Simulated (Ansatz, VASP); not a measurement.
# Two plane-wave programs on CdF2

```xyz
3
Lattice="0.0000 2.7468 2.7468 2.7468 0.0000 2.7468 2.7468 2.7468 0.0000" Properties=species:S:1:pos:R:3 pbc="T T T"
Cd    0.0000    0.0000    0.0000
F     4.1203    4.1203    4.1203
F     1.3734    1.3734    1.3734
```

Alike in both runs: task single point; functional LDA; k mesh 9 × 9 × 9; occupations fermi-dirac, width 0.05 eV; no spin polarisation.

|  | VASP | Ansatz |
| --- | --- | --- |
| version | VASP 6.6.1 | Ansatz 0.2.0 |
| potentials or method | VASP PAW LDA potentials, release 64 (Cd_sv_GW, F) | Ansatz PAW |
| plane-wave cutoff (eV) | 700 | 420 |
| valence electrons in the cell | 34 | 34 |

|  | VASP | Ansatz | Ansatz less VASP |
| --- | --- | --- | --- |
| gap on the k mesh at the Fermi level (eV) | 2.64 | 2.64 | -0.005 |
| least direct gap on the mesh (eV) | 3.16 | 3.15 | -0.009 |
| pressure (GPa) | -10.9 | -10.6 | +0.24 |

LDA's correlation is that of Perdew and Zunger in VASP and of Perdew and Wang (1992) in Ansatz.

Noted on Ansatz's run: odd divisions of the mesh miss points on the zone boundary, where band edges often lie, so the gap on the mesh can be too wide.
